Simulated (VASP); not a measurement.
# CoSn3 (Pm-3m) in VASP: further runs

Runs on CoSn3. Level: PBEsol. Tasks: single point.

All numbers are computed with VASP 6.6.1; they aren't measurements. Logs are shortened: lines on timing, memory, paths and dates and some standing lists are left out, and cuts for length are marked.

**1. The cell of the first run**

The structure is cubic, space group Pm-3m (No. 221). The conventional cell has a = 4.398 Å, b = 4.398 Å, c = 4.398 Å, α = 90.00°, β = 90.00°, γ = 90.00°. Sn (site symmetry 4/mmm) has 8 Sn at 3.11 Å and 4 Co at 3.11 Å within 4.1 Å. Within 4.1 Å of Co (site symmetry m-3m) lie 12 Sn at 3.11 Å.

**2. Single point, PBEsol, collinear spin, zero start**

Contents of INCAR:

```
SYSTEM = CoSn3
ALGO     = Normal         ! electronic algorithm
EDIFF    = 1E-7           ! SCF threshold, eV
ENCUT    = 520            ! plane-wave cutoff, eV
GGA      = PS             ! functional
ISIF     = 2              ! what is computed and relaxed
ISMEAR   = 0              ! smearing method
ISPIN    = 2              ! spin polarisation
LASPH    = .True.         ! aspherical terms in the spheres
LCHARG   = .False.        ! write CHGCAR
LMAXMIX  = 4              ! l up to which the mixer works
LORBIT   = 11             ! projections on sites
LREAL    = .False.        ! projectors in reciprocal space
LWAVE    = .False.        ! write WAVECAR
MAGMOM   = 0 0 0 0        ! initial moments
NBANDS   = 38             ! bands
NELM     = 150            ! most SCF steps
NUPDOWN  = 0.0            ! fixed moment
PREC     = Accurate       ! precision mode
SIGMA    = 0.1            ! smearing width, eV
```

Contents of KPOINTS:

```
k-points
0
Gamma
  10 10 10
  0 0 0
```

Contents of POSCAR:

```
CoSn3
1.0
    4.3976643244      0.0000000000      0.0000000000
    0.0000000000      4.3976643244      0.0000000000
    0.0000000000      0.0000000000      4.3976643244
Sn Co
3 1
Direct
    0.0000000000      0.5000000000      0.5000000000
    0.5000000000      0.0000000000      0.5000000000
    0.5000000000      0.5000000000      0.0000000000
    0.0000000000      0.0000000000      0.0000000000
```

Potentials or basis: VASP PAW PBE potentials, release 64 (Sn_d, Co).

Started as:

```
cat potpaw_PBE.64/Sn_d/POTCAR potpaw_PBE.64/Co/POTCAR > POTCAR
mpirun -np 1 vasp_std > vasp.out
```

OUTCAR:

```text
SYSTEM = CoSn3
   EDIFF = 1E-7
   ENCUT = 520
   GGA = PS
   ISIF = 2
   ISMEAR = 0
   ISPIN = 2
   LASPH = .True.
   LORBIT = 11
   LREAL = .False.
   NELM = 150
   NUPDOWN = 0.0
   PREC = Accurate

 ion  position               nearest neighbor table
   1  0.000  0.500  0.500-   2 3.11   3 3.11   4 3.11   3 3.11   4 3.11   2 3.11   4 3.11   4 3.11
                             2 3.11   3 3.11   3 3.11   2 3.11
   2  0.500  0.000  0.500-   1 3.11   3 3.11   4 3.11   3 3.11   4 3.11   1 3.11   3 3.11   3 3.11
                             1 3.11   4 3.11   4 3.11   1 3.11
   3  0.500  0.500  0.000-   1 3.11   2 3.11   4 3.11   1 3.11   2 3.11   2 3.11   4 3.11   2 3.11
                             1 3.11   4 3.11   1 3.11   4 3.11
   4  0.000  0.000  0.000-   1 3.11   2 3.11   3 3.11   1 3.11   2 3.11   1 3.11   3 3.11   1 3.11
                             2 3.11   3 3.11   2 3.11   3 3.11

  LATTYP: Found a simple cubic cell.
 ALAT       =     4.3976643244

  Lattice vectors:

 A1 = (   4.3976643244,   0.0000000000,   0.0000000000)
 A2 = (   0.0000000000,   4.3976643244,   0.0000000000)
 A3 = (   0.0000000000,   0.0000000000,   4.3976643244)

Analysis of symmetry for initial positions (statically):
=====================================================================
 Subroutine PRICEL returns:
 Original cell was already a primitive cell.

 Routine SETGRP: Setting up the symmetry group for a
 simple cubic supercell.

 Subroutine GETGRP returns: Found 48 space group operations
 (whereof 48 operations were pure point group operations)
 out of a pool of 48 trial point group operations.

The static configuration has the point symmetry O_h .

Analysis of symmetry for dynamics (positions and initial velocities):
=====================================================================
 Subroutine PRICEL returns:
 Original cell was already a primitive cell.

 Routine SETGRP: Setting up the symmetry group for a
 simple cubic supercell.

 Subroutine GETGRP returns: Found 48 space group operations
 (whereof 48 operations were pure point group operations)
 out of a pool of 48 trial point group operations.

The dynamic configuration has the point symmetry O_h .

Analysis of structural, dynamic, and magnetic symmetry:
=====================================================================
 Subroutine PRICEL returns:
 Original cell was already a primitive cell.

 Routine SETGRP: Setting up the symmetry group for a
 simple cubic supercell.

 Subroutine GETGRP returns: Found 48 space group operations
 (whereof 48 operations were pure point group operations)
 out of a pool of 48 trial point group operations.

The overall configuration has the point symmetry O_h .
[... 135 lines left out ...]
 Gauss-broadening in eV      SIGMA  =   0.10
  energy-cutoff  :      520.00
  volume of cell :       85.05
 maximum number of plane-waves:      2320
 NGX is ok and might be reduce to    36
   NGX = 17   NGY = 17   NGZ = 17

 number of electron      50.9999991 magnetization       0.0000000

 number of electron      50.9999991 magnetization      -0.0000000

 Free energy of the ion-electron system (eV)
  ---------------------------------------------------
  ext. energy  EPLUGINS =         0.00000000
  ---------------------------------------------------
  free energy    TOTEN  =       -18.72612544 eV

  energy without entropy =      -18.70614803  energy(sigma->0) =      -18.71613673

 E-fermi :   9.2203     XC(G=0): -11.3173

 val. band max:        9.2040016579   @ k =   0.3000   0.3000   0.0000
 cond. band min:       9.2233375273   @ k =   0.5000   0.2000   0.1000
 fundamental gap:      0.0193358694
 Fermi energy:         9.2203388129

 spin component 1

 k-point     1 :       0.0000    0.0000    0.0000
  band No.  band energies     occupation
      1     -12.4781      1.00000
      2     -12.4781      1.00000
      3     -12.4781      1.00000
      4     -12.4646      1.00000
      5     -12.2779      1.00000
      6     -12.2779      1.00000
[... 949 lines left out ...]
     36      18.7207      0.00000
     37      19.4903      0.00000

 [... further k-points ...]

 spin component 2

 k-point     1 :       0.0000    0.0000    0.0000
  band No.  band energies     occupation
      1     -12.4781      1.00000
      2     -12.4781      1.00000
      3     -12.4781      1.00000
      4     -12.4646      1.00000
      5     -12.2779      1.00000
      6     -12.2779      1.00000
[... 949 lines left out ...]
     36      18.7207      0.00000
     37      19.4903      0.00000

 [... further k-points ...]

 [bands above 37 left out]

------------------------ aborting loop because EDIFF is reached ----------------------------------------

  FORCE on cell =-STRESS in cart. coord.  units (eV):
  Direction    XX          YY          ZZ          XY          YZ          ZX
  --------------------------------------------------------------------------------------
  -------------------------------------------------------------------------------------
  Total       -0.7175659     -0.7175659     -0.7175659      0.0000000      0.0000000      0.0000000
  in kB      -13.5178037    -13.5178037    -13.5178037      0.0000000      0.0000000      0.0000000
  external PRESSURE =     -13.5178037 kB  Pullay stress =       0.0000000 kB

 VOLUME and BASIS-vectors are now :
 -----------------------------------------------------------------------------
  energy-cutoff  :      520.00
  volume of cell :       85.05
      direct lattice vectors                 reciprocal lattice vectors
     4.397664324  0.000000000  0.000000000     0.227393436  0.000000000  0.000000000
     0.000000000  4.397664324  0.000000000     0.000000000  0.227393436  0.000000000
     0.000000000  0.000000000  4.397664324     0.000000000  0.000000000  0.227393436

 POSITION                                       TOTAL-FORCE (eV/Angst)
 -----------------------------------------------------------------------------------
      0.00000      2.19883      2.19883         0.000000      0.000000      0.000000
      2.19883      0.00000      2.19883         0.000000      0.000000      0.000000
      2.19883      2.19883      0.00000         0.000000      0.000000      0.000000
      0.00000      0.00000      0.00000         0.000000      0.000000      0.000000
 -----------------------------------------------------------------------------------
    total drift:                                0.000000      0.000000      0.000000

  FREE ENERGIE OF THE ION-ELECTRON SYSTEM (eV)
  ---------------------------------------------------
  free  energy   TOTEN  =       -18.7261254387 eV

  energy  without entropy=      -18.7061480298  energy(sigma->0) =      -18.71613673

 total charge

# of ion       s       p       d       tot
------------------------------------------
    1        1.250   0.998  10.014  12.262
    2        1.250   0.998  10.014  12.262
    3        1.250   0.998  10.014  12.262
    4        0.317   0.180   7.414   7.911
--------------------------------------------------
tot          4.066   3.175  37.456  44.697

 magnetization (x)

# of ion       s       p       d       tot
------------------------------------------
    1       -0.000   0.000  -0.000  -0.000
    2       -0.000   0.000  -0.000  -0.000
    3       -0.000   0.000  -0.000  -0.000
    4        0.000  -0.000   0.000   0.000
--------------------------------------------------
tot         -0.000   0.000  -0.000  -0.000
```

It took 4 min on 1 thread of Intel Xeon Platinum 8488C (Sapphire Rapids), shared host; peak memory 0.41 GiB.

Results:

```
Free energy                                           : -18.7261 eV
Pressure                                              : -1.4 GPa
Net moment                                            : 0.00 μB per cell
Valence electrons inside the program's atomic spheres : Sn 12.26; Co 7.91
```

Caveat: the PAW data sets were made with another functional, which shifts forces and pressure a little; spin-orbit coupling is left out, which moves the levels of the heavy elements; the total moment is fixed, so each spin has its own Fermi level.

**3. Single point, PBEsol, collinear spin, ferromagnetic start**

Contents of INCAR:

```
SYSTEM = CoSn3
  PREC = Accurate
  ENCUT = 520
  EDIFF = 1E-6
  ISMEAR = 0
  SIGMA = 0.1
  LREAL = .False.
  LASPH = .True.
  NELM = 150
  ALGO = Fast
  ISIF = 2
  LWAVE = .False.
  LCHARG = .False.
  ISPIN = 2
  MAGMOM = 0.19 0.19 0.19 2.33
  LORBIT = 11
  NUPDOWN = 3.0
  LMAXMIX = 4
  GGA = PS
  NBANDS = 38
```

Contents of KPOINTS:

```
Automatic mesh
0
Gamma
  10 10 10
  0 0 0
```

POSCAR is that of step 2.

Potentials or basis: VASP PAW PBE potentials, release 64 (Sn_d, Co).

Started as:

```
cat potpaw_PBE.64/Sn_d/POTCAR potpaw_PBE.64/Co/POTCAR > POTCAR
mpirun -np 1 vasp_std > vasp.out
```

It took 5.3 min on 1 thread of Intel Xeon Platinum 8259CL at 2.50GHz (Skylake/Cascade Lake), shared host; peak memory 0.41 GiB.

It converged, with:

| Quantity | Value |
| --- | --- |
| Free energy | -18.2976 eV |
| Pressure | 2.4 GPa |
| Net moment | 3.00 μB per cell |
| Site moments | Sn +0.18; Co +2.03 μB |
| Valence electrons inside the program's atomic spheres | Sn 12.29; Co 7.80 |

Caveat: the PAW data sets were made with another functional, which shifts forces and pressure a little; spin-orbit coupling is left out, which moves the levels of the heavy elements; the total moment is fixed, so each spin has its own Fermi level.
